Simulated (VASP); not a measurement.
# H6C2O in VASP: notebook

Runs on H6C2O. Level: PBE+D3(BJ). Tasks: single point.

Program: VASP 6.6.1. These are calculated values, not measurements. Logs are shortened: lines on timing, memory, paths and dates and some standing lists are left out, and cuts for length are marked.

### Step 1. The cell of the first run

The cell holds an amorphous packing of atoms, 36 atoms: a = 7.294 Å, b = 7.294 Å, c = 7.294 Å, α = 90.00°, β = 90.00°, γ = 90.00°.

### Step 2. Single point, PBE+D3(BJ)

INCAR reads:

```
SYSTEM = H6C2O
PREC = Accurate
ENCUT = 520
EDIFF = 1E-6
ISMEAR = -1
SIGMA = 0.05
LREAL = Auto
LASPH = .TRUE.
NELM = 120
ALGO = Normal
ISIF = 2
LWAVE = .FALSE.
LCHARG = .FALSE.
GGA = PE
IVDW = 12
NBANDS = 64
GGA_COMPAT = .FALSE.
```

KPOINTS reads:

```
regular mesh
0
G
  1 1 1
  0 0 0
```

POSCAR reads:

```
H6C2O
1.0
    7.2936330000      0.0000000000      0.0000000000
    0.0000000000      7.2936330000      0.0000000000
    0.0000000000      0.0000000000      7.2936330000
C O H
8 4 24
Direct
    0.7669109423      0.3317765816      0.8613374430
    0.5755029496      0.4010961363      0.8226588880
    1.0168816435      0.0874528270      0.5265742025
    0.8404076066      0.0514145607      0.4226120687
    0.7230989099      0.8632665715      0.8289616252
    0.9081583618      0.7895559641      0.8861476679
    0.2576753821      0.4958636180      0.3170465159
    0.1132662470      0.4753925406      0.1696852563
    0.4519155446      0.2501525517      0.8435457013
    0.8170611205     -0.1429494231      0.4107154685
    1.0133381985      0.9360801521      0.9639244135
   -0.0620960785      0.4722106587      0.2563339004
    0.3289021780      0.2932597897      0.8172394956
    0.5401395209      0.5131486200      0.9181920334
    0.5686762260      0.4572957270      0.6824137350
    0.8686452275      0.4410473503      0.8470972176
    0.7757277634      0.2721242880      0.9989999798
    0.8028687505      0.2238199657      0.7648309411
    0.7030119411     -0.1668899498      0.3465905830
    0.7226350778      0.1151462127      0.4940874054
    0.8476018144      0.1125171374      0.2850085262
    1.0402584534      0.2350645339      0.5394688322
    1.0128997805      0.0300949207      0.6651170178
    1.1331189103      0.0246991176      0.4551784949
    1.1317161750      0.8872729025      1.0010081265
    0.8874757988      0.6810748900      0.9886934634
    0.9804277743      0.7284173341      0.7676733959
    0.6394723741      0.7555577425      0.7668693497
    0.6509670619      0.9239631878      0.9454868693
    0.7404594795      0.9692161223      0.7257654916
   -0.1541706097      0.4596279208      0.1611266441
    0.1229139911      0.5917431357      0.0738262495
    0.1355346370      0.3491809838      0.0894378990
    0.3947219960      0.5012676632      0.2559371020
    0.2335158547      0.6220613185      0.3951245532
    0.2516921954      0.3789306466      0.4108867424
```

Potentials or basis: VASP PAW PBE potentials, release 64 (C, O, H).

Started as:

```
$ cat potpaw_PBE.64/C/POTCAR potpaw_PBE.64/O/POTCAR potpaw_PBE.64/H/POTCAR > POTCAR
$ mpirun -np 1 vasp_gam > vasp.out
```

OUTCAR:

```text
SYSTEM = H6C2O
   PREC = Accurate
   ENCUT = 520
   EDIFF = 1E-6
   ISMEAR = -1
   LREAL = Auto
   LASPH = .TRUE.
   NELM = 120
   ISIF = 2
   GGA = PE
   IVDW = 12
 IVDW          = 12

 ion  position               nearest neighbor table
   1  0.767  0.332  0.861-  18 1.09  16 1.09  17 1.10   2 1.51
   2  0.576  0.401  0.823-  15 1.10  14 1.10   9 1.43   1 1.51
   3  0.017  0.087  0.527-  23 1.09  22 1.09  24 1.10   4 1.52
   4  0.840  0.051  0.423-  21 1.10  20 1.11  10 1.43   3 1.52
   5  0.723  0.863  0.829-  30 1.09  28 1.09  29 1.09   6 1.51
   6  0.908  0.790  0.886-  26 1.10  27 1.11  11 1.43   5 1.51
   7  0.258  0.496  0.317-  36 1.09  34 1.10  35 1.10   8 1.51
   8  0.113  0.475  0.170-  32 1.10  33 1.10  12 1.43   7 1.51
   9  0.452  0.250  0.844-  13 0.97   2 1.43
  10  0.817  0.857  0.411-  19 0.97   4 1.43
  11  0.013  0.936  0.964-  25 0.97   6 1.43
  12  0.938  0.472  0.256-  31 0.97   8 1.43
  13  0.329  0.293  0.817-   9 0.97
  14  0.540  0.513  0.918-   2 1.10
  15  0.569  0.457  0.682-   2 1.10
  16  0.869  0.441  0.847-   1 1.09
  17  0.776  0.272  0.999-   1 1.10
  18  0.803  0.224  0.765-   1 1.09
[... 16 lines left out ...]
  35  0.234  0.622  0.395-   7 1.10
  36  0.252  0.379  0.411-   7 1.09

  LATTYP: Found a simple cubic cell.
 ALAT       =     7.2936330000

  Lattice vectors:

 A1 = (   7.2936330000,   0.0000000000,   0.0000000000)
 A2 = (   0.0000000000,   7.2936330000,   0.0000000000)
 A3 = (   0.0000000000,   0.0000000000,   7.2936330000)

Analysis of symmetry for initial positions (statically):
=====================================================================
 Subroutine PRICEL returns:
 Original cell was already a primitive cell.

 Routine SETGRP: Setting up the symmetry group for a
 simple cubic supercell.

 Subroutine GETGRP returns: Found  1 space group operations
 (whereof  1 operations were pure point group operations)
 out of a pool of 48 trial point group operations.

The static configuration has the point symmetry C_1 .

Analysis of symmetry for dynamics (positions and initial velocities):
=====================================================================
 Subroutine PRICEL returns:
 Original cell was already a primitive cell.

 Routine SETGRP: Setting up the symmetry group for a
 simple cubic supercell.

 Subroutine GETGRP returns: Found  1 space group operations
 (whereof  1 operations were pure point group operations)
 out of a pool of 48 trial point group operations.

The dynamic configuration has the point symmetry C_1 .

 Subroutine INISYM returns: Found  1 space group operations
 (whereof  1 operations are pure point group operations),
 and found     1 'primitive' translations

----------------------------------------------------------------------------------------

                                     Primitive cell

  volume of cell :     388.0000

  direct lattice vectors                    reciprocal lattice vectors
     7.293633000  0.000000000  0.000000000     0.137105884  0.000000000  0.000000000
     0.000000000  7.293633000  0.000000000     0.000000000  0.137105884  0.000000000
     0.000000000  0.000000000  7.293633000     0.000000000  0.000000000  0.137105884

  length of vectors
     7.293633000  7.293633000  7.293633000     0.137105884  0.137105884  0.137105884

  position of ions in fractional coordinates (direct lattice)
     0.766910942  0.331776582  0.861337443
     0.575502950  0.401096136  0.822658888
     0.016881643  0.087452827  0.526574203
     0.840407607  0.051414561  0.422612069
     0.723098910  0.863266571  0.828961625
     0.908158362  0.789555964  0.886147668
[... 28 lines left out ...]
     0.233515855  0.622061319  0.395124553
     0.251692195  0.378930647  0.410886742

  ion indices of the primitive-cell ions
   primitive index   ion index
                 1           1
                 2           2
                 3           3
                 4           4
                 5           5
                 6           6
[... 28 lines left out ...]
                35          35
                36          36

----------------------------------------------------------------------------------------

 KPOINTS: regular mesh

Automatic generation of k-mesh.
 Grid dimensions read from file:
 generate k-points for:    1    1    1

 Generating k-lattice:

  Cartesian coordinates                     Fractional coordinates (reciprocal lattice)
     0.137105884  0.000000000  0.000000000     1.000000000  0.000000000  0.000000000
     0.000000000  0.137105884  0.000000000     0.000000000  1.000000000  0.000000000
     0.000000000  0.000000000  0.137105884     0.000000000  0.000000000  1.000000000

  Length of vectors
     0.137105884  0.137105884  0.137105884

  Shift w.r.t. Gamma in fractional coordinates (k-lattice)
     0.000000000  0.000000000  0.000000000

 Subroutine IBZKPT returns following result:
 ===========================================

 Found      1 irreducible k-points:

 Following reciprocal coordinates:
            Coordinates               Weight
  0.000000  0.000000  0.000000      1.000000
   k-points           NKPTS =      1   k-points in BZ     NKDIM =      1   number of bands    NBANDS=     64
   number of dos      NEDOS =    301   number of ions     NIONS =     36
   total plane-waves  NPLWV = 157464
   dimension x,y,z NGX =    54 NGY =   54 NGZ =   54
   dimension x,y,z NGXF=   108 NGYF=  108 NGZF=  108
   ions per type =               8   4  24
   NGX,Y,Z   is equivalent  to a cutoff of  12.31, 12.31, 12.31 a.u.
   NGXF,Y,Z  is equivalent  to a cutoff of  24.62, 24.62, 24.62 a.u.
 SYSTEM =  H6C2O
   PREC   = accura    normal or accurate (medium, high low for compatibility)
   ISTART =      0    job   : 0-new  1-cont  2-samecut
   ICHARG =      2    charge: 1-file 2-atom 10-const
   ISPIN  =      1    spin polarized calculation?
   LNONCOLLINEAR =      F non collinear calculations
   LSORBIT =      F    spin-orbit coupling
   LASPH  =      T    aspherical Exc in radial PAW
   ENCUT  =  520.0 eV  38.22 Ry    6.18 a.u.  13.56 13.56 13.56*2*pi/ulx,y,z
   NELM   =    120;   NELMIN=  2; NELMDL= -5     # of ELM steps
   EDIFF  = 0.1E-05   stopping-criterion for ELM
   LREAL  =      T    real-space projection
   EDIFFG = 0.1E-04   stopping-criterion for IOM
   NSW    =      0    number of steps for IOM
   IBRION =     -1    ionic relax: 0-MD 1-quasi-New 2-CG
   NFREE  =      0    steps in history (QN), initial steepest desc. (CG)
   ISIF   =      2    stress and relaxation
   ISYM   =      2    0-nonsym 1-usesym 2-fastsym
   POTIM  = 0.5000    time-step for ionic-motion
   TEBEG  =    0.0;   TEEND  =   0.0 temperature during run
   PSTRESS=    0.0 pullay stress
   NELECT =      80.0000    total number of electrons
   NUPDOWN=      -1.0000    fix difference up-down
   EMIN   =  10.00;   EMAX   =-10.00  energy-range for DOS
   EFERMI =   0.00;   METHOD = LEGACY
   ISMEAR =    -1;   SIGMA  =   0.05  broadening in eV -4-tet -1-fermi 0-gaus
   EFERMI_NEDOS =   21; number of points for ismear=-14 and -15
   IALGO  =     38    algorithm
   IMIX   =      4    mixing-type and parameters
     AMIX     =   0.40;   BMIX     =  1.00
     AMIX_MAG =   1.60;   BMIX_MAG =  1.00
  volume/ion in A,a.u.               =      10.78        72.73
  Fermi-wavevector in a.u.,A,eV,Ry     =   0.967151  1.827650 12.726630  0.935381
  Thomas-Fermi vector in A             =   2.097013
   LORBIT       =      0    0 simple, 1 ext, 2 COOP (PROOUT), +10 PAW based schemes
   GGA     = PE    functional components
   LHFCALC =     F    Hartree Fock is set to
   AEXX    =    0.0000 exact exchange contribution
   IVDW    =    12    specifies the selected vdW correction
   LEPSILON=     F    determine dielectric tensor
   LRPA    =     F    only Hartree local field effects (RPA)
 non-spin polarized calculation
  energy-cutoff  :      520.00
  volume of cell :      388.00
 maximum number of plane-waves:      5198
 NGX is ok and might be reduce to    54
   NGX = 27   NGY = 27   NGZ = 27

 number of electron      79.9999997 magnetization

 Free energy of the ion-electron system (eV)
  ---------------------------------------------------
  ext. energy  EPLUGINS =         0.00000000
  ---------------------------------------------------
  free energy    TOTEN  =      -187.08174187 eV

  energy without entropy =     -187.08174187  energy(sigma->0) =     -187.08174187

 E-fermi :  -1.4952     XC(G=0):  -6.4249

 val. band max:       -2.6977272966   @ k =   0.0000   0.0000   0.0000
 cond. band min:       1.6076288350   @ k =   0.0000   0.0000   0.0000
 fundamental gap:      4.3053561316
 Fermi energy:        -1.4952205087

 k-point     1 :       0.0000    0.0000    0.0000
  band No.  band energies     occupation
      1     -22.5013      2.00000
      2     -22.4289      2.00000
      3     -22.3738      2.00000
      4     -22.0668      2.00000
      5     -15.7409      2.00000
      6     -15.5591      2.00000
[... 44 lines left out ...]
     51       5.3904      0.00000
     52       5.6163      0.00000
 [bands above 52 left out]

------------------------ aborting loop because EDIFF is reached ----------------------------------------

 Edisp (eV)   -1.37588

 E8    (eV) :    -0.3084

  FORCE on cell =-STRESS in cart. coord.  units (eV):
  Direction    XX          YY          ZZ          XY          YZ          ZX
  --------------------------------------------------------------------------------------
  -------------------------------------------------------------------------------------
  Total       0.92972     4.06407     2.47359     0.11699    -0.77700    -0.18535
  in kB       3.83910    16.78187    10.21425     0.48310    -3.20847    -0.76536
  external pressure =       10.28 kB  Pullay stress =        0.00 kB

 VOLUME and BASIS-vectors are now :
 -----------------------------------------------------------------------------
  energy-cutoff  :      520.00
  volume of cell :      388.00
      direct lattice vectors                 reciprocal lattice vectors
     7.293633000  0.000000000  0.000000000     0.137105884  0.000000000  0.000000000
     0.000000000  7.293633000  0.000000000     0.000000000  0.137105884  0.000000000
     0.000000000  0.000000000  7.293633000     0.000000000  0.000000000  0.137105884

 POSITION                                       TOTAL-FORCE (eV/Angst)
 -----------------------------------------------------------------------------------
      5.59357      2.41986      6.28228        -0.130441      0.122980     -0.019505
      4.19751      2.92545      6.00017         0.195685      0.038107      0.027191
      0.12313      0.63785      3.84064        -0.085048      0.003688     -0.017224
      6.12962      0.37500      3.08238         0.179451      0.196196     -0.069311
      5.27402      6.29635      6.04614         0.175707     -0.031500      0.045468
      6.62377      5.75873      6.46324        -0.330118     -0.155901     -0.056747
[... 28 lines left out ...]
      1.70318      4.53709      2.88189        -0.009459      0.068361      0.053288
      1.83575      2.76378      2.99686         0.100074     -0.033409      0.071781
 -----------------------------------------------------------------------------------
    total drift:                                0.016168     -0.034249      0.000044

  FREE ENERGIE OF THE ION-ELECTRON SYSTEM (eV)
  ---------------------------------------------------
  free  energy   TOTEN  =      -188.4576204005 eV

  energy  without entropy=     -188.4576204004  energy(sigma->0) =     -188.45762040
```

It took 40 s on 1 thread of Intel Xeon Platinum 8488C (Sapphire Rapids), shared host; peak memory 0.35 GiB.

Results:

| Quantity | Value |
| --- | --- |
| Free energy | -188.4576 eV |
| Pressure | 1.0 GPa |
| Largest force | 0.369 eV/Å |
| Band gap on the k mesh | 4.31 eV |
| Dispersion energy per atom | -0.038 eV |

Forces on the atoms (eV/Å):
```
C   -0.130  0.123 -0.020
C    0.196  0.038  0.027
C   -0.085  0.004 -0.017
C    0.179  0.196 -0.069
C    0.176 -0.032  0.045
C   -0.330 -0.156 -0.057
C    0.037 -0.009  0.022
C    0.086 -0.045  0.061
O   -0.118 -0.125  0.040
O    0.009 -0.178 -0.021
O    0.068  0.197  0.096
O   -0.017 -0.008  0.080
H   -0.109 -0.049 -0.029
H   -0.088  0.071  0.053
H   -0.030  0.023 -0.074
H   -0.005  0.028 -0.021
H   -0.007 -0.098  0.050
H    0.074 -0.061 -0.022
H    0.015 -0.057 -0.066
H   -0.035  0.049  0.012
H    0.058  0.002 -0.097
H   -0.005  0.065 -0.096
H    0.027 -0.007  0.014
H    0.148 -0.002 -0.158
H   -0.008  0.040  0.041
H    0.017  0.019  0.093
H   -0.051  0.041 -0.045
H   -0.042 -0.042  0.031
H   -0.117  0.001  0.119
H   -0.146  0.071 -0.025
H   -0.019 -0.061 -0.038
H    0.051  0.042 -0.059
H    0.039 -0.111  0.008
H    0.071 -0.003 -0.004
H   -0.009  0.068  0.053
H    0.100 -0.033  0.072
```

Stress tensor (GPa, compression positive):
```
 0.38  0.05 -0.08
 0.05  1.68 -0.32
-0.08 -0.32  1.02
```

Caveat: the k points lie up to 0.86 Å⁻¹ apart.

### Step 3. Single point, PBE+D3(BJ)

INCAR reads:

```
SYSTEM = H6C2O
PREC = Accurate
ENCUT = 520
EDIFF = 1E-6
ISMEAR = -1
SIGMA = 0.05
LREAL = Auto
LASPH = .True.
NELM = 120
ALGO = Normal
ISIF = 2
LWAVE = .False.
LCHARG = .False.
GGA = PE
IVDW = 12
NBANDS = 64
GGA_COMPAT = .False.
```

KPOINTS reads:

```
regular mesh
0
Gamma
  1 1 1
  0 0 0
```

POSCAR reads:

```
H6C2O
1.0
    7.2936330000      0.0000000000      0.0000000000
    0.0000000000      7.2936330000      0.0000000000
    0.0000000000      0.0000000000      7.2936330000
C O H
8 4 24
Direct
    0.5008752154      0.3523484113      0.9619760139
    0.5281044440      0.3855006140      0.7651605174
    0.9588499997      0.0431060899      0.4807617822
    0.8001088072      0.1154568649      0.3622474561
    0.7316518394      0.8722402128      0.8668656621
    0.9262050887      0.8315608970      0.9160044110
    0.2941743847      0.6104228167      0.3457947500
    0.1423159076      0.4682577256      0.3026201072
    0.4245620804      0.2535362007      0.6593559067
    0.6886005918     -0.0251589297      0.2865512975
    1.0190943251      0.9672683010      1.0331888100
   -0.0189343226      0.5722525386      0.3435599241
    0.4736871186      0.2602132572      0.5234702651
    0.4932795494      0.5275011781      0.7211358180
    0.6758908763      0.3625353785      0.7324470535
    0.5712242445      0.4592498690      1.0492713302
    0.3506345877      0.3497845312      1.0075362991
    0.5531536890      0.2176418803      0.9959234308
    0.7641322233     -0.0822635304      0.1774972774
    0.7111819309      0.2022586001      0.4479797654
    0.8654946033      0.1949919882      0.2610221819
    1.0308991418      0.1498704418      0.5715121668
    0.9082305073     -0.0785205398      0.5585556608
    1.0670813845      0.0075819554      0.3856514305
    1.0990407661      1.0487229067      0.9747954140
    0.9441385384      0.6944687236      0.9829120824
    1.0077693791      0.8342893041      0.7865901671
    0.6354172194      0.8074439720      0.9512817549
    0.7154322133      1.0210275181      0.8658922104
    0.7246457287      0.8187963392      0.7345036417
   -0.1399713970      0.5163270485      0.3499627689
    0.1467581382      0.4213400921      0.1602219360
    0.1372429899      0.3588198090      0.3872144376
    0.4267283533      0.5467234230      0.3253933945
    0.2893208364      0.7265789216      0.2507392407
    0.2736770550      0.6588760361      0.4892623470
```

Potentials or basis: VASP PAW PBE potentials, release 64 (C, O, H).

Started as:

```
$ cat potpaw_PBE.64/C/POTCAR potpaw_PBE.64/O/POTCAR potpaw_PBE.64/H/POTCAR > POTCAR
$ mpirun -np 1 vasp_gam > vasp.out
```

It took 38 s on 1 thread of Intel Xeon Platinum 8488C (Sapphire Rapids), shared host; peak memory 0.34 GiB.

The run converged. Its results:

```yaml
Free_energy: -187.3252 eV
Pressure: 0.4 GPa
Largest_force: 3.744 eV/Å
Band_gap_on_the_k_mesh: 4.63 eV
Dispersion_energy_per_atom: -0.037 eV
```

Forces on the atoms (eV/Å):
```
C   -1.214  0.433  1.844
C    0.638  0.299 -1.593
C    0.158  0.430  0.677
C    0.097 -0.509  1.679
C    1.297  1.298  0.586
C    2.636  0.138 -0.275
C   -0.520 -0.826  0.097
C   -0.372  3.537 -1.168
O    0.723  0.175 -2.475
O    1.319 -1.103 -2.135
O   -2.043 -1.716  1.774
O   -1.077  1.265 -0.122
H   -1.080 -0.183  2.806
H   -0.016 -0.224  0.153
H   -0.159  0.293  0.106
H   -0.331 -0.650 -0.574
H    1.129  0.213 -0.612
H    0.277 -0.391  0.380
H   -1.316  1.260  2.378
H   -0.203  0.025 -0.085
H    0.228  1.112 -1.435
H   -1.113 -0.800 -0.467
H    0.565  0.579 -0.312
H    0.310 -0.759 -0.190
H    1.025  0.889 -1.522
H    0.002  0.582 -0.134
H   -0.226 -0.425  0.423
H   -1.352 -0.621  1.114
H   -0.352  0.055 -0.243
H   -0.879 -0.544 -1.936
H    0.660 -0.718 -0.263
H   -0.065  0.049 -0.349
H    0.664 -2.952  2.148
H    0.560 -0.121  0.261
H   -0.266  0.067  0.037
H    0.297 -0.160 -0.572
```

Stress tensor (GPa, compression positive):
```
 0.07 -1.17  0.24
-1.17  0.15 -2.21
 0.24 -2.21  0.97
```

Levels at points of the mesh, in eV from the valence-band top:
```tsv
k point	band 38	band 39	band 40	band 41	band 42	band 43
(0.00, 0.00, 0.00)	-0.26	-0.20	0.00	4.63	5.61	5.86
```

Caveat: the k points lie up to 0.86 Å⁻¹ apart.
